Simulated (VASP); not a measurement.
# KCl in VASP: notebook

KCl is run at these levels: PBEsol; tasks: density of states, electric field gradients.

Program: VASP 6.6.1. These are calculated values, not measurements. Logs are shortened: lines on timing, memory, paths and dates and some standing lists are left out, and cuts for length are marked.

## Step 1: The cell of the first run

It takes space group Pm-3m (No. 221, cubic). Conventional cell: a = 3.634 Å, b = 3.634 Å, c = 3.634 Å, α = 90.00°, β = 90.00°, γ = 90.00°. K (site symmetry m-3m) has 8 Cl at 3.15 Å and 6 K at 3.63 Å within 4.1 Å. Within 4.1 Å of Cl (site symmetry m-3m) lie 8 K at 3.15 Å and 6 Cl at 3.63 Å.

## Step 2: Density of states, PBEsol

POSCAR reads:

```
KCl
1.0
    3.6340000000      0.0000000000      0.0000000000
    0.0000000000      3.6340000000      0.0000000000
    0.0000000000      0.0000000000      3.6340000000
K Cl
1 1
Direct
    0.0000000000      0.0000000000      0.0000000000
    0.5000000000      0.5000000000      0.5000000000
```

INCAR.step1 reads:

```
PREC = Accurate
ENCUT = 520
EDIFF = 1E-7
ISMEAR = -1
SIGMA = 0.02
LREAL = F
LASPH = T
NELM = 80
ALGO = Normal
ISIF = 2
LWAVE = F
LCHARG = T
GGA = PS
NBANDS = 15
```

KPOINTS.step1 reads:

```
Automatic mesh
0
Gamma
  7 7 7
```

INCAR.step2 reads:

```
PREC = Accurate
ENCUT = 520
EDIFF = 1E-7
ISMEAR = -5
SIGMA = 0.02
LREAL = F
LASPH = T
NELM = 80
ALGO = Normal
ISIF = 2
LWAVE = F
LCHARG = F
GGA = PS
LORBIT = 11
NBANDS = 15
NEDOS = 1001
ICHARG = 11
```

KPOINTS.step2 reads:

```
Automatic mesh
0
Gamma
  11 11 11
```

Potentials or basis: VASP PAW PBE potentials, release 64 (K_sv, Cl).

The run is started by

```bash
> cat potpaw_PBE.64/K_sv/POTCAR potpaw_PBE.64/Cl/POTCAR > POTCAR
> cp INCAR.step1 INCAR
> cp KPOINTS.step1 KPOINTS
> mpirun -np 1 vasp_std > vasp.out
> cp INCAR.step2 INCAR
> cp KPOINTS.step2 KPOINTS
> mpirun -np 1 vasp_std > vasp.out
```

OUTCAR:

```text
PREC = Accurate
   ENCUT = 520
   EDIFF = 1E-7
   ISMEAR = -5
   LREAL = F
   LASPH = T
   NELM = 80
   ISIF = 2
   GGA = PS
   LORBIT = 11
   ICHARG = 11

 ion  position               nearest neighbor table
   1  0.000  0.000  0.000-   2 3.15   2 3.15   2 3.15   2 3.15   2 3.15   2 3.15   2 3.15   2 3.15

   2  0.500  0.500  0.500-   1 3.15   1 3.15   1 3.15   1 3.15   1 3.15   1 3.15   1 3.15   1 3.15

  LATTYP: Found a simple cubic cell.
 ALAT       =     3.6340000000

  Lattice vectors:

 A1 = (   3.6340000000,   0.0000000000,   0.0000000000)
 A2 = (   0.0000000000,   3.6340000000,   0.0000000000)
 A3 = (   0.0000000000,   0.0000000000,   3.6340000000)

Analysis of symmetry for initial positions (statically):
=====================================================================
 Subroutine PRICEL returns:
 Original cell was already a primitive cell.

 Routine SETGRP: Setting up the symmetry group for a
 simple cubic supercell.

 Subroutine GETGRP returns: Found 48 space group operations
 (whereof 48 operations were pure point group operations)
 out of a pool of 48 trial point group operations.

The static configuration has the point symmetry O_h .

Analysis of symmetry for dynamics (positions and initial velocities):
=====================================================================
 Subroutine PRICEL returns:
 Original cell was already a primitive cell.

 Routine SETGRP: Setting up the symmetry group for a
 simple cubic supercell.

 Subroutine GETGRP returns: Found 48 space group operations
 (whereof 48 operations were pure point group operations)
 out of a pool of 48 trial point group operations.

The dynamic configuration has the point symmetry O_h .

 Subroutine INISYM returns: Found 48 space group operations
 (whereof 48 operations are pure point group operations),
 and found     1 'primitive' translations

----------------------------------------------------------------------------------------

                                     Primitive cell

  volume of cell :      47.9904

  direct lattice vectors                    reciprocal lattice vectors
     3.634000000  0.000000000  0.000000000     0.275178866  0.000000000  0.000000000
     0.000000000  3.634000000  0.000000000     0.000000000  0.275178866  0.000000000
     0.000000000  0.000000000  3.634000000     0.000000000  0.000000000  0.275178866

  length of vectors
     3.634000000  3.634000000  3.634000000     0.275178866  0.275178866  0.275178866

  position of ions in fractional coordinates (direct lattice)
     0.000000000  0.000000000  0.000000000
     0.500000000  0.500000000  0.500000000

  ion indices of the primitive-cell ions
   primitive index   ion index
                 1           1
                 2           2

----------------------------------------------------------------------------------------

 KPOINTS: Automatic mesh

Automatic generation of k-mesh.
 Grid dimensions read from file:
 generate k-points for:   11   11   11

 Generating k-lattice:

  Cartesian coordinates                     Fractional coordinates (reciprocal lattice)
     0.025016261  0.000000000  0.000000000     0.090909091  0.000000000  0.000000000
     0.000000000  0.025016261  0.000000000     0.000000000  0.090909091  0.000000000
     0.000000000  0.000000000  0.025016261     0.000000000  0.000000000  0.090909091

  Length of vectors
     0.025016261  0.025016261  0.025016261

  Shift w.r.t. Gamma in fractional coordinates (k-lattice)
     0.000000000  0.000000000  0.000000000

 TETIRR: Found    651 inequivalent tetrahedra from     7986

 Subroutine IBZKPT returns following result:
 ===========================================

 Found     56 irreducible k-points:

 Following reciprocal coordinates:
            Coordinates               Weight
  0.000000  0.000000  0.000000      1.000000
  0.090909  0.000000  0.000000      6.000000
  0.181818  0.000000  0.000000      6.000000
  0.272727  0.000000  0.000000      6.000000
  0.363636  0.000000  0.000000      6.000000
  0.454545  0.000000  0.000000      6.000000
[... 16 lines left out ...]
  0.181818  0.090909  0.090909     24.000000
  0.272727  0.090909  0.090909     24.000000
 [... further k-points ...]
   k-points           NKPTS =     56   k-points in BZ     NKDIM =     56   number of bands    NBANDS=     15
   number of dos      NEDOS =   1001   number of ions     NIONS =      2
   total plane-waves  NPLWV =  21952
   dimension x,y,z NGX =    28 NGY =   28 NGZ =   28
   dimension x,y,z NGXF=    56 NGYF=   56 NGZF=   56
   ions per type =               1   1
   NGX,Y,Z   is equivalent  to a cutoff of  12.81, 12.81, 12.81 a.u.
   NGXF,Y,Z  is equivalent  to a cutoff of  25.62, 25.62, 25.62 a.u.
 SYSTEM =  unknown system
   PREC   = accura    normal or accurate (medium, high low for compatibility)
   ISTART =      0    job   : 0-new  1-cont  2-samecut
   ICHARG =     11    charge: 1-file 2-atom 10-const
   ISPIN  =      1    spin polarized calculation?
   LNONCOLLINEAR =      F non collinear calculations
   LSORBIT =      F    spin-orbit coupling
   LASPH  =      T    aspherical Exc in radial PAW
   ENCUT  =  520.0 eV  38.22 Ry    6.18 a.u.   6.76  6.76  6.76*2*pi/ulx,y,z
   NELM   =     80;   NELMIN=  2; NELMDL=  0     # of ELM steps
   EDIFF  = 0.1E-06   stopping-criterion for ELM
   LREAL  =      F    real-space projection
   EDIFFG = 0.1E-05   stopping-criterion for IOM
   NSW    =      0    number of steps for IOM
   IBRION =     -1    ionic relax: 0-MD 1-quasi-New 2-CG
   NFREE  =      0    steps in history (QN), initial steepest desc. (CG)
   ISIF   =      2    stress and relaxation
   ISYM   =      2    0-nonsym 1-usesym 2-fastsym
   POTIM  = 0.5000    time-step for ionic-motion
   TEBEG  =    0.0;   TEEND  =   0.0 temperature during run
   PSTRESS=    0.0 pullay stress
   NELECT =      16.0000    total number of electrons
   NUPDOWN=      -1.0000    fix difference up-down
   EMIN   =  10.00;   EMAX   =-10.00  energy-range for DOS
   EFERMI =   0.00;   METHOD = LEGACY
   ISMEAR =    -5;   SIGMA  =   0.02  broadening in eV -4-tet -1-fermi 0-gaus
   EFERMI_NEDOS =   21; number of points for ismear=-14 and -15
   IALGO  =     38    algorithm
   IMIX   =      4    mixing-type and parameters
     AMIX     =   0.40;   BMIX     =  1.00
     AMIX_MAG =   1.60;   BMIX_MAG =  1.00
  volume/ion in A,a.u.               =      24.00       161.93
  Fermi-wavevector in a.u.,A,eV,Ry     =   1.135176  2.145172 17.532804  1.288625
  Thomas-Fermi vector in A             =   2.271881
   LORBIT       =     11    0 simple, 1 ext, 2 COOP (PROOUT), +10 PAW based schemes
   GGA     = PS    functional components
   LHFCALC =     F    Hartree Fock is set to
   AEXX    =    0.0000 exact exchange contribution
   IVDW    =     0    specifies the selected vdW correction
   LEPSILON=     F    determine dielectric tensor
   LRPA    =     F    only Hartree local field effects (RPA)
 non-spin polarized calculation
 Fermi weights with tetrahedron method with Bloechl corrections
  energy-cutoff  :      520.00
  volume of cell :       47.99
 maximum number of plane-waves:      1319
 NGX is ok and might be reduce to    28

 number of electron      16.0000000 magnetization

 Free energy of the ion-electron system (eV)
  ---------------------------------------------------
  ext. energy  EPLUGINS =         0.00000000
  ---------------------------------------------------
  free energy    TOTEN  =        -6.88444742 eV

  energy without entropy =       -6.88444742  energy(sigma->0) =       -6.88444742

 E-fermi :  -0.0129     XC(G=0):  -9.0300

 val. band max:       -0.0205563402   @ k =   0.4545   0.4545   0.0000
 cond. band min:       5.3574007838   @ k =   0.0000   0.0000   0.0000
 fundamental gap:      5.3779571240
 Fermi energy:        -0.0129055161

 k-point     1 :       0.0000    0.0000    0.0000
  band No.  band energies     occupation
      1     -27.6586      2.00000
      2     -12.9105      2.00000
      3     -11.0694      2.00000
      4     -11.0694      2.00000
      5     -11.0694      2.00000
      6      -0.2441      2.00000
      7      -0.2441      2.00000
      8      -0.2441      2.00000
      9       5.3574      0.00000
     10       6.2102      0.00000
     11       6.2102      0.00000
     12      11.0270      0.00000
     13      11.0270      0.00000
     14      11.0270      0.00000
     15      14.2132      0.00000

 k-point     2 :       0.0909    0.0000    0.0000
  band No.  band energies     occupation
      1     -27.6555      2.00000
      2     -12.9277      2.00000
      3     -11.0648      2.00000
      4     -11.0648      2.00000
      5     -11.0580      2.00000
      6      -0.4639      2.00000
      7      -0.2491      2.00000
      8      -0.2491      2.00000
      9       5.5903      0.00000
     10       6.2886      0.00000
     11       6.4430      0.00000
     12      10.9910      0.00000
     13      10.9910      0.00000
     14      11.0762      0.00000
     15      13.8047      0.00000
[... 365 lines left out ...]
      3     -11.1282      2.00000
      4     -11.0826      2.00000
      5     -10.9360      2.00000
      6      -0.9721      2.00000
      7      -0.4375      2.00000
      8      -0.4063      2.00000
      9       6.5086      0.00000
     10       6.8558      0.00000
     11       7.2625      0.00000
     12      10.5209      0.00000
     13      10.6018      0.00000
     14      11.5424      0.00000
     15      13.2611      0.00000

 k-point    24 :       0.2727    0.0909    0.0909
  band No.  band energies     occupation
      1     -27.6297      2.00000
      2     -13.0046      2.00000
      3     -11.1282      2.00000
      4     -11.0652      2.00000
      5     -10.9146      2.00000
      6      -1.4926      2.00000
      7      -0.4257      2.00000
      8      -0.4088      2.00000
      9       7.1302      0.00000
     10       7.1683      0.00000
     11       8.0419      0.00000
     12      10.4267      0.00000
     13      10.4347      0.00000
     14      11.4086      0.00000
     15      12.4782      0.00000

 [... further k-points ...]

------------------------ aborting loop because EDIFF is reached ----------------------------------------

  FORCE on cell =-STRESS in cart. coord.  units (eV):
  Direction    XX          YY          ZZ          XY          YZ          ZX
  --------------------------------------------------------------------------------------
  -------------------------------------------------------------------------------------
  Total        0.7109432      0.7109432      0.7109432     -0.0000000     -0.0000000     -0.0000000
  in kB       23.7350801     23.7350801     23.7350801     -0.0000000     -0.0000000     -0.0000000
  external PRESSURE =      23.7350801 kB  Pullay stress =       0.0000000 kB

 VOLUME and BASIS-vectors are now :
 -----------------------------------------------------------------------------
  energy-cutoff  :      520.00
  volume of cell :       47.99
      direct lattice vectors                 reciprocal lattice vectors
     3.634000000  0.000000000  0.000000000     0.275178866  0.000000000  0.000000000
     0.000000000  3.634000000  0.000000000     0.000000000  0.275178866  0.000000000
     0.000000000  0.000000000  3.634000000     0.000000000  0.000000000  0.275178866

 POSITION                                       TOTAL-FORCE (eV/Angst)
 -----------------------------------------------------------------------------------
      0.00000      0.00000      0.00000         0.000000      0.000000      0.000000
      1.81700      1.81700      1.81700         0.000000      0.000000      0.000000
 -----------------------------------------------------------------------------------
    total drift:                               -0.000000      0.000000      0.000000

  FREE ENERGIE OF THE ION-ELECTRON SYSTEM (eV)
  ---------------------------------------------------
  free  energy   TOTEN  =        -6.8844474182 eV

  energy  without entropy=       -6.8844474182  energy(sigma->0) =       -6.88444742

 total charge

# of ion       s       p       d       tot
------------------------------------------
    1        1.958   5.571   0.034   7.563
    2        1.580   3.554   0.000   5.134
--------------------------------------------------
tot          3.538   9.125   0.034  12.697
```

Wall time 14 s (1 thread of Intel Xeon 6975P-C (Granite Rapids), shared host); peak memory 0.16 GiB.

What came out:

- Valence electrons inside the program's atomic spheres: K 7.56; Cl 5.13

Levels at points of the mesh, in eV from the valence-band top:
| k point | band 6 | band 7 | band 8 | band 9 | band 10 | band 11 |
| --- | --- | --- | --- | --- | --- | --- |
| (0.00, 0.00, 0.00) | -0.22 | -0.22 | -0.22 | 5.38 | 6.23 | 6.23 |

Caveat: the PAW data sets were made with another functional, which shifts forces and pressure a little.

(Continued in part 2 of 2.)
